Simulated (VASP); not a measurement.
Wanted: the native input for a VASP 6.6.1 run.

```yaml
Task: single point
Functional: PBE
Potentials_or_basis: VASP PAW PBE potentials, release 64 (Sc_sv, Cr_pv)
Cutoff: 520 eV
k_mesh: 10 × 10 × 10
Occupations: gaussian, width 0.1 eV
Spin: collinear spin
Starting_moments: "[-0.15, -0.15, -0.42, 3.63] μB"
Dipole_correction: no
Further_INCAR_settings: ALGO = Normal; EDIFF = 1e-06; NBANDS = 34
```

The structure of Sc3Cr lies in POSCAR:

```
Sc3Cr
1.0
    0.0000000000      3.4972568349      3.4972568349
    3.4972568349      0.0000000000      3.4972568349
    3.4972568349      3.4972568349      0.0000000000
Sc Cr
3 1
Direct
    0.2500000000      0.2500000000      0.2500000000
    0.7500000000      0.7500000000      0.7500000000
    0.5000000000      0.5000000000      0.5000000000
    0.0000000000      0.0000000000      0.0000000000
```

The input as run:

INCAR

```
SYSTEM = Sc3Cr
PREC = Accurate ; ENCUT = 520
EDIFF = 1E-6 ; ISMEAR = 0
SIGMA = 0.1 ; LREAL = .FALSE.
LASPH = .TRUE. ; NELM = 150
ALGO = Normal ; ISIF = 2
LWAVE = .FALSE. ; LCHARG = .TRUE.
ISPIN = 2 ; MAGMOM = -0.15 -0.15 -0.42 3.63
LORBIT = 11 ; LMAXMIX = 4
GGA = PE ; LELF = .TRUE.
LVHAR = .TRUE. ; NBANDS = 34
```

KPOINTS

```
regular mesh
0
G
  10 10 10
  0 0 0
```

Potentials or basis: VASP PAW PBE potentials, release 64 (Sc_sv, Cr_pv).

Run with:

```console
$ cat potpaw_PBE.64/Sc_sv/POTCAR potpaw_PBE.64/Cr_pv/POTCAR > POTCAR
$ mpirun -np 1 vasp_std > vasp.out
```

It gave:

* Pressure: 0.1 GPa
* Net moment: 2.71 μB per cell
* Site moments: Sc -0.15, -0.38 (each value once); Cr +3.16 μB
* Valence electrons inside the program's atomic spheres: Sc 9.42, 9.46 (each value once); Cr 10.50

It took 16 min on 1 thread of Intel Xeon 8259CL, with other jobs on the host, peak memory 0.42 GiB.
